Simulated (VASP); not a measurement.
# Ga (P2_1/m) in VASP: notebook

Ga is run at these levels: PBEsol, r2SCAN, LDA; tasks: relaxation of cell and atoms, single point.

All numbers are computed with VASP 6.6.1; they aren't measurements. Logs are shortened: lines on timing, memory, paths and dates and some standing lists are left out, and cuts for length are marked.

### 1 The cell of the first run

Symmetry: P2_1/m, No. 11, monoclinic system. The conventional cell has a = 2.778 Å, b = 3.282 Å, c = 4.210 Å, α = 90.00°, β = 108.61°, γ = 90.00°. Ga (site symmetry m) has 10 Ga at 2.71 to 3.28 Å within 3.6 Å.

### 2 Relaxation of cell and atoms, PBEsol, target pressure 30 GPa, at which the enthalpy is minimised

Contents of INCAR:

```
SYSTEM = Ga
PREC = Accurate ; ENCUT = 600
EDIFF = 1E-7 ; ISMEAR = -1
SIGMA = 0.05 ; LREAL = .False.
LASPH = .True. ; NELM = 60
ALGO = Normal ; ISIF = 3
LWAVE = .False. ; LCHARG = .False.
GGA = PS ; IBRION = 2
NSW = 80 ; EDIFFG = -0.01
PSTRESS = 300.0
```

Contents of KPOINTS:

```
Automatic mesh
0
Gamma
  10 8 7
  0 0 0
```

Contents of POSCAR:

```
Ga
1.0
    2.7784220849      0.0000000000      0.0000000000
    0.0000000000      3.2816087900      0.0000000000
   -1.3434310986      0.0000000000      3.9902731763
Ga
2
Direct
    0.1345962700      0.7500000000      0.7701668300
    0.8654037300      0.2500000000      0.2298331700
```

Potentials or basis: VASP PAW PBE potentials, release 64 (Ga_d).

The run is started by

```console
$ cat potpaw_PBE.64/Ga_d/POTCAR > POTCAR
$ mpirun -np 1 vasp_std > vasp.out
```

OUTCAR:

```text
SYSTEM = Ga
   PREC = Accurate
   ENCUT = 600
   EDIFF = 1E-7
   ISMEAR = -1
   LREAL = .False.
   LASPH = .True.
   NELM = 60
   ISIF = 3
   GGA = PS
   IBRION = 2
   NSW = 80
   EDIFFG = -0.01
   PSTRESS = 300.0

 ion  position               nearest neighbor table
   1  0.135  0.750  0.770-   2 2.71   2 2.71   2 2.81   2 2.81   2 2.84   2 2.84
   2  0.865  0.250  0.230-   1 2.71   1 2.71   1 2.81   1 2.81   1 2.84   1 2.84

  LATTYP: Found a simple monoclinic cell.
 ALAT       =     2.7784220849
 B/A-ratio  =     1.1811052064
 C/A-ratio  =     1.5153762184
 COS(beta)  =    -0.3190778872

  Lattice vectors:

 A1 = (   2.7784220849,   0.0000000000,   0.0000000000)
 A2 = (   0.0000000000,   3.2816087900,   0.0000000000)
 A3 = (  -1.3434310986,   0.0000000000,   3.9902731763)

Analysis of symmetry for initial positions (statically):
=====================================================================
 Subroutine PRICEL returns:
 Original cell was already a primitive cell.

 Routine SETGRP: Setting up the symmetry group for a
 simple monoclinic supercell.

 Subroutine GETGRP returns: Found  4 space group operations
 (whereof  2 operations were pure point group operations)
 out of a pool of  4 trial point group operations.

The static configuration has the point symmetry S_2 .
 The point group associated with its full space group is C_2h.

Analysis of symmetry for dynamics (positions and initial velocities):
=====================================================================
 Subroutine PRICEL returns:
 Original cell was already a primitive cell.

 Routine SETGRP: Setting up the symmetry group for a
 simple monoclinic supercell.

 Subroutine GETGRP returns: Found  4 space group operations
 (whereof  2 operations were pure point group operations)
 out of a pool of  4 trial point group operations.

The dynamic configuration has the point symmetry S_2 .
 The point group associated with its full space group is C_2h.

 Subroutine INISYM returns: Found  4 space group operations
 (whereof  2 operations are pure point group operations),
 and found     1 'primitive' translations

----------------------------------------------------------------------------------------

                                     Primitive cell

  volume of cell :      36.3821

  direct lattice vectors                    reciprocal lattice vectors
     2.778422085  0.000000000  0.000000000     0.359916517  0.000000000  0.121175424
     0.000000000  3.281608790  0.000000000     0.000000000  0.304728584  0.000000000
    -1.343431099  0.000000000  3.990273176     0.000000000  0.000000000  0.250609408

  length of vectors
     2.778422085  3.281608790  4.210354752     0.379767538  0.304728584  0.250609408

  position of ions in fractional coordinates (direct lattice)
     0.134596270  0.750000000  0.770166830
     0.865403730  0.250000000  0.229833170

  ion indices of the primitive-cell ions
   primitive index   ion index
                 1           1
                 2           2

----------------------------------------------------------------------------------------

 KPOINTS: Automatic mesh

Automatic generation of k-mesh.
 Grid dimensions read from file:
 generate k-points for:   10    8    7

 Generating k-lattice:

  Cartesian coordinates                     Fractional coordinates (reciprocal lattice)
     0.035991652  0.000000000  0.012117542     0.100000000  0.000000000 -0.000000000
     0.000000000  0.038091073  0.000000000     0.000000000  0.125000000  0.000000000
     0.000000000  0.000000000  0.035801344     0.000000000  0.000000000  0.142857143

  Length of vectors
     0.037976754  0.038091073  0.035801344

  Shift w.r.t. Gamma in fractional coordinates (k-lattice)
     0.000000000  0.000000000  0.000000000

 Subroutine IBZKPT returns following result:
 ===========================================

 Found    180 irreducible k-points:

 Following reciprocal coordinates:
            Coordinates               Weight
  0.000000  0.000000  0.000000      1.000000
[... 46 lines left out ...]
      1      -4.4212      2.00000
      2      -4.3036      2.00000
      3      -4.0945      2.00000
      4      -4.0754      2.00000
      5      -3.4569      2.00000
      6      -3.2174      2.00000
[... 9 lines left out ...]
     16      15.6314      0.00000
     17      19.9781      0.00000

 [... further k-points ...]

------------------------ aborting loop because EDIFF is reached ----------------------------------------

  FORCE on cell =-STRESS in cart. coord.  units (eV):
  Direction    XX          YY          ZZ          XY          YZ          ZX
  --------------------------------------------------------------------------------------
  -------------------------------------------------------------------------------------
  Total       16.0395358     14.9732857     17.2004713      0.0000000      0.0000000     -0.1221823
  in kB     1225.9456285   1144.4492110   1314.6791069      0.0000000      0.0000000     -9.3387254
  external PRESSURE =     928.3579822 kB  Pullay stress =     300.0000000 kB
[... 55 lines left out ...]
  FREE ENERGIE OF THE ION-ELECTRON SYSTEM (eV)
  ---------------------------------------------------
  free  energy   TOTEN  =        -6.1824207416 eV

  energy  without entropy=       -6.1791347088  energy(sigma->0) =       -6.18077773

  enthalpy is  TOTEN    =        -0.8992675226 eV   P V=        5.2831532191

[... ionic steps 4 to 21 ...]

--------------------------------------- Ionic step       22  -------------------------------------------

 number of electron      26.0000007 magnetization

------------------------ aborting loop because EDIFF is reached ----------------------------------------

  FORCE on cell =-STRESS in cart. coord.  units (eV):
  Direction    XX          YY          ZZ          XY          YZ          ZX
  --------------------------------------------------------------------------------------
  -------------------------------------------------------------------------------------
  Total        5.1799751      5.1608753      5.1923793      0.0000000      0.0000000      0.0103452
  in kB      301.4048013    300.2934524    302.1265610      0.0000000      0.0000000      0.6019502
  external PRESSURE =       1.2749383 kB  Pullay stress =     300.0000000 kB
[... 61 lines left out ...]
  enthalpy is  TOTEN    =        -0.9315285193 eV   P V=        5.1573308970

--------------------------------------- Ionic step       24  -------------------------------------------

 number of electron      26.0000007 magnetization

 Free energy of the ion-electron system (eV)
  ---------------------------------------------------
  ext. energy  EPLUGINS =         0.00000000
  ---------------------------------------------------
  free energy    TOTEN  =        -6.08955629 eV

  energy without entropy =       -6.08642154  energy(sigma->0) =       -6.08798892

 E-fermi :   8.9388     XC(G=0): -12.7984

 val. band max:        8.9330521530   @ k =   0.5000   0.3750   0.2857
 cond. band min:       8.9545895645   @ k =   0.4000   0.3750  -0.0000
 fundamental gap:      0.0215374115
 Fermi energy:         8.9387616067

 k-point     1 :       0.0000    0.0000    0.0000
  band No.  band energies     occupation
      1      -7.0586      2.00000
      2      -6.9359      2.00000
      3      -6.8945      2.00000
      4      -6.8916      2.00000
      5      -6.3815      2.00000
      6      -6.3645      2.00000
[... 9 lines left out ...]
     16      19.8649      0.00000
     17      21.0242      0.00000
[... 443 lines left out ...]
      1      -7.0121      2.00000
      2      -6.9270      2.00000
      3      -6.8496      2.00000
      4      -6.8470      2.00000
      5      -6.4940      2.00000
      6      -6.3979      2.00000
[... 9 lines left out ...]
     16      10.5307      0.00000
     17      14.9549      0.00000

 [... further k-points ...]

------------------------ aborting loop because EDIFF is reached ----------------------------------------

  FORCE on cell =-STRESS in cart. coord.  units (eV):
  Direction    XX          YY          ZZ          XY          YZ          ZX
  --------------------------------------------------------------------------------------
  -------------------------------------------------------------------------------------
  Total        5.1614157      5.1452212      5.1714170      0.0000000      0.0000000      0.0091968
  in kB      300.1975758    299.2556729    300.7792682      0.0000000      0.0000000      0.5349014
  external PRESSURE =       0.0775056 kB  Pullay stress =     300.0000000 kB
[... 17 lines left out ...]
  FREE ENERGIE OF THE ION-ELECTRON SYSTEM (eV)
  ---------------------------------------------------
  free  energy   TOTEN  =        -6.0895562871 eV

  energy  without entropy=       -6.0864215436  energy(sigma->0) =       -6.08798892

  enthalpy is  TOTEN    =        -0.9315375575 eV   P V=        5.1580187296

 reached required accuracy - stopping structural energy minimisation
```

It took 21 min on 1 thread of Intel Xeon Platinum 8488C (Sapphire Rapids), shared host; peak memory 0.27 GiB.

Results:

```
Free energy                                                : -6.0896 eV
Relaxed volume                                             : 13.77 Å³/atom
Relaxed cell                                               : a = 2.532 Å, b = 2.831 Å, c = 4.049 Å, α = 90.00°, β = 108.34°, γ = 90.00°
Space group after relaxing (to 0.1 Å)                      : Cmcm (No. 63)
Energy change on relaxing (the run minimises the enthalpy) : +301.7 meV/atom
Ionic steps                                                : 24
Pressure after relaxing                                    : 30.0 GPa
Largest force after relaxing                               : 0.003 eV/Å
Band gap on the k mesh                                     : zero (bands 13 and 14 overlap by 11.36 eV)
```

Forces in eV/Å, atoms in the order of the input:
```
Ga   0.003  0.000  0.001
Ga  -0.003  0.000 -0.001
```

Step by step:
```
step  energy change (eV)  largest force (eV/Å)  pressure (GPa)  volume (Å³)
   1              0.0000                0.0722           -0.65        36.38
   2              3.4223                0.3313          122.84        20.96
   3              0.5106                0.1912           27.04        28.22
   4              0.5691                0.1985           29.25        27.88
   5              0.5978                0.2020           30.31        27.73
   6              0.5945                0.0195           30.37        27.70
   7              0.5957                0.1192           30.42        27.68
   8              0.5967                0.1622           30.39        27.68
   9              0.5678                0.0867           29.42        27.79
  10              0.5145                0.1841           26.45        28.07
  11              0.5326                0.0691           27.69        27.95
  12              0.5623                0.0986           28.51        27.77
  13              0.5759                0.1132           28.90        27.70
  14              0.5925                0.0707           29.54        27.61
  15              0.6081                0.0318           30.17        27.52
  16              0.6056                0.0379           30.13        27.54
  17              0.6046                0.0404           30.08        27.54
  18              0.6029                0.0243           30.02        27.55
  19              0.6004                0.0033           29.93        27.56
  20              0.6023                0.0032           29.90        27.55
  21              0.6078                0.0057           30.15        27.52
  22              0.6056                0.0044           30.13        27.54
  23              0.6041                0.0037           30.06        27.54
  24              0.6034                0.0031           30.01        27.55
```

Final structure:
```cif
data_structure
_symmetry_space_group_name_H-M 'P 1'
_symmetry_Int_Tables_number 1
_cell_length_a 2.5320
_cell_length_b 2.8306
_cell_length_c 4.0493
_cell_angle_alpha 90.000
_cell_angle_beta 108.344
_cell_angle_gamma 90.000
_cell_volume 27.55
loop_
_atom_site_label
_atom_site_type_symbol
_atom_site_fract_x
_atom_site_fract_y
_atom_site_fract_z
_atom_site_occupancy
Ga1 Ga 0.13466 0.75000 0.76591 1
Ga2 Ga 0.86534 0.25000 0.23409 1
```

Caveat: the cell is relaxed towards a set pressure, so the run minimises the enthalpy, not the energy; the volume moved by over 15 % at a fixed basis, so the end points are rough; the PAW data sets were made with another functional, which shifts forces and pressure a little.

### 3 Single point, r2SCAN

This run uses another cell than the first one, of 18.12 Å³/atom.

Contents of POSCAR:

```
Ga
1.0
    2.8063341484      0.0000000000     -0.0131408123
    0.0000000000      3.2403607136      0.0000000000
   -1.3757996020      0.0000000000      3.9907554797
Ga
2
Direct
    0.1302998471      0.7500000000      0.7702312738
    0.8697001529      0.2500000000      0.2297687262
```

Contents of INCAR.step1:

```
PREC = Accurate
ENCUT = 520
ISMEAR = -1
SIGMA = 0.05
LREAL = F
LASPH = T
NELM = 80
NBANDS = 20
GGA = PE
ALGO = Normal
EDIFF = 1E-4
LWAVE = T
LCHARG = F
```

Contents of INCAR.step2:

```
PREC = Accurate
ENCUT = 520
EDIFF = 1E-7
ISMEAR = -1
SIGMA = 0.05
LREAL = F
LASPH = T
NELM = 80
ALGO = Normal
ISIF = 2
LWAVE = F
LCHARG = T
METAGGA = R2SCAN
LMIXTAU = T
LELF = T
LVHAR = T
NBANDS = 20
ISTART = 1
```

Contents of KPOINTS:

```
regular mesh
0
Gamma
  10 8 7
```

Potentials or basis: VASP PAW PBE potentials, release 64 (Ga_d).

The run is started by

```console
$ cat potpaw_PBE.64/Ga_d/POTCAR > POTCAR
$ cp INCAR.step1 INCAR
$ mpirun -np 1 vasp_std > vasp.out
$ cp INCAR.step2 INCAR
$ mpirun -np 1 vasp_std > vasp.out
```

Wall time 6.7 min (1 thread of Intel Xeon 8259CL, shared host); peak memory 0.23 GiB.

It converged, with:

* Free energy: -22.7379 eV
* Pressure: 0.1 GPa
* Largest force: 0.004 eV/Å
* Band gap on the k mesh: zero (bands 13 and 14 overlap by 9.01 eV)

Forces on the atoms (eV/Å):
```
Ga   0.002  0.000 -0.003
Ga  -0.002  0.000  0.003
```

Stress tensor (GPa, compression positive):
```
 0.09  0.00 -0.03
 0.00 -0.02  0.00
-0.03  0.00  0.17
```

Levels at points of the mesh, in eV from the Fermi level:
| k point | band 11 | band 12 | band 13 | band 14 | band 15 | band 16 |
| --- | --- | --- | --- | --- | --- | --- |
| (0.00, 0.00, 0.00) | -12.01 | -2.31 | -1.28 | 2.18 | 6.29 | 9.29 |
| (0.50, 0.00, 0.00) | -6.72 | -5.61 | -1.76 | 0.21 | 6.67 | 7.12 |
| (0.00, 0.50, 0.00) | -8.14 | -8.14 | 1.84 | 1.84 | 3.02 | 3.02 |
| (0.50, 0.50, 0.00) | -3.11 | -3.11 | -1.75 | -1.75 | 2.15 | 2.15 |

Caveat: the PAW data sets were made with another functional, which shifts forces and pressure a little.

### 4 Relaxation of cell and atoms, LDA

Contents of INCAR:

```
PREC = Accurate
ENCUT = 600
EDIFF = 1E-6
ISMEAR = -1
SIGMA = 0.05
LREAL = F
LASPH = T
NELM = 100
ALGO = Fast
ISIF = 3
LWAVE = F
LCHARG = F
IBRION = 2
NSW = 60
EDIFFG = -0.01
```

Contents of KPOINTS:

```
Automatic mesh
0
Gamma
  10 8 7
```

Contents of POSCAR:

```
Ga
1.0
    2.7784220849      0.0000000000      0.0000000000
    0.0000000000      3.2816087900      0.0000000000
   -1.3434310986      0.0000000000      3.9902731763
Ga
2
Direct
    0.1345962700      0.7500000000      0.7701668300
    0.8654037300      0.2500000000      0.2298331700
```

Potentials or basis: VASP PAW LDA potentials, release 64 (Ga_d).

The run is started by

```console
$ cat potpaw_LDA.64/Ga_d/POTCAR > POTCAR
$ mpirun -np 1 vasp_std > vasp.out
```

Run time: 28 min. Hardware: 1 thread of Intel Xeon 8259CL, shared host; peak memory 0.26 GiB.

The run converged. Its results:

* Free energy: -7.1804 eV
* Relaxed volume: 17.40 Å³/atom
* Relaxed cell: a = 2.754 Å, b = 3.187 Å, c = 4.199 Å, α = 90.00°, β = 109.25°, γ = 90.00°
* Space group after relaxing (to 0.1 Å): Cmcm (No. 63)
* Energy gained by relaxing: 8.7 meV/atom
* Ionic steps: 23
* Pressure after relaxing: 0.0 GPa
* Largest force after relaxing: 0.009 eV/Å
* Band gap on the k mesh: zero (bands 13 and 14 overlap by 8.96 eV)

Forces on the atoms (eV/Å):
```
Ga  -0.008  0.000  0.004
Ga   0.008  0.000 -0.004
```

Stress tensor (GPa, compression positive):
```
-0.04  0.00  0.00
 0.00  0.06  0.00
 0.00  0.00  0.02
```

Step by step:
| step | energy change (eV) | largest force (eV/Å) | pressure (GPa) | volume (Å³) |
| --- | --- | --- | --- | --- |
| 1 | 0.0000 | 0.0640 | -2.67 | 36.38 |
| 2 | -0.0161 | 0.0342 | -0.12 | 34.81 |
| 3 | -0.0162 | 0.0305 | 0.13 | 34.67 |
| 4 | -0.0169 | 0.0109 | 0.04 | 34.71 |
| 5 | -0.0171 | 0.0180 | 0.05 | 34.73 |
| 6 | -0.0169 | 0.0430 | 0.04 | 34.77 |
| 7 | -0.0171 | 0.0213 | 0.04 | 34.74 |
| 8 | -0.0172 | 0.0102 | 0.08 | 34.77 |
| 9 | -0.0172 | 0.0159 | -0.22 | 34.83 |
| 10 | -0.0173 | 0.0186 | 0.19 | 34.81 |
| 11 | -0.0173 | 0.0135 | -0.28 | 34.82 |
| 12 | -0.0173 | 0.0164 | -0.11 | 34.82 |
| 13 | -0.0173 | 0.0133 | -0.02 | 34.75 |
| 14 | -0.0173 | 0.0142 | 0.08 | 34.74 |
| 15 | -0.0173 | 0.0184 | 0.06 | 34.74 |
| 16 | -0.0173 | 0.0141 | 0.21 | 34.74 |
| 17 | -0.0173 | 0.0174 | 0.06 | 34.74 |
| 18 | -0.0174 | 0.0075 | 0.13 | 34.74 |
| 19 | -0.0174 | 0.0067 | 0.08 | 34.74 |
| 20 | -0.0174 | 0.0048 | 0.08 | 34.74 |
| 21 | -0.0174 | 0.0052 | 0.14 | 34.74 |
| 22 | -0.0175 | 0.0040 | -0.29 | 34.82 |
| 23 | -0.0175 | 0.0090 | 0.01 | 34.79 |

Final structure:
```cif
data_structure
_symmetry_space_group_name_H-M 'P 1'
_symmetry_Int_Tables_number 1
_cell_length_a 2.7542
_cell_length_b 3.1869
_cell_length_c 4.1990
_cell_angle_alpha 90.000
_cell_angle_beta 109.251
_cell_angle_gamma 90.000
_cell_volume 34.79
loop_
_atom_site_label
_atom_site_type_symbol
_atom_site_fract_x
_atom_site_fract_y
_atom_site_fract_z
_atom_site_occupancy
Ga1 Ga 0.12854 0.75000 0.76868 1
Ga2 Ga 0.87146 0.25000 0.23132 1
```

Levels at points of the mesh, in eV from the Fermi level:
```
           k point  band 10  band 11  band 12  band 13  band 14  band 15  band 16  band 17
(0.00, 0.00, 0.00)   -14.73   -11.75    -2.34    -1.51     2.21     6.16     9.20    10.32
(0.50, 0.00, 0.00)   -14.77    -6.47    -5.47    -1.72    -0.04     6.63     6.82     9.33
(0.00, 0.50, 0.00)   -14.81    -7.94    -7.94     1.75     1.75     2.66     2.66    11.71
(0.50, 0.50, 0.00)   -14.77    -2.93    -2.93    -1.67    -1.67     2.06     2.06     4.49
```

### 5 Summary

| task | level | potentials or basis | cell | cutoff (eV) | gap on the mesh (eV) | pressure (GPa) |
| --- | --- | --- | --- | --- | --- | --- |
| relaxation of cell and atoms | PBEsol | VASP PAW PBE potentials, release 64 (Ga_d) | relaxed to 30 GPa from a = 2.778, b = 3.282, c = 4.210 Å, angles 90.0, 108.6, 90.0°, 2 atoms, atomic positions A | 600 | none | 30.0 |
| single point | r2SCAN | VASP PAW PBE potentials, release 64 (Ga_d) | a = 2.806, b = 3.240, c = 4.221 Å, angles 90.0, 109.3, 90.0°, 2 atoms, atomic positions B | 520 | none | 0.1 |
| relaxation of cell and atoms | LDA | VASP PAW LDA potentials, release 64 (Ga_d) | relaxed from a = 2.778, b = 3.282, c = 4.210 Å, angles 90.0, 108.6, 90.0°, 2 atoms, atomic positions A | 600 | none | 0.0 |

Alike in all rows: no spin polarisation; k mesh 10 × 8 × 7; smearing fermi-dirac 0.05 eV.

Caveats: the PAW data sets were made with another functional, which shifts forces and pressure a little (at least some runs); the cell is relaxed towards a set pressure, so the run minimises the enthalpy, not the energy (at least some runs); the volume moved by over 15 % at a fixed basis, so the end points are rough (at least some runs).

Absolute energies hang on the potentials; compare differences alone.
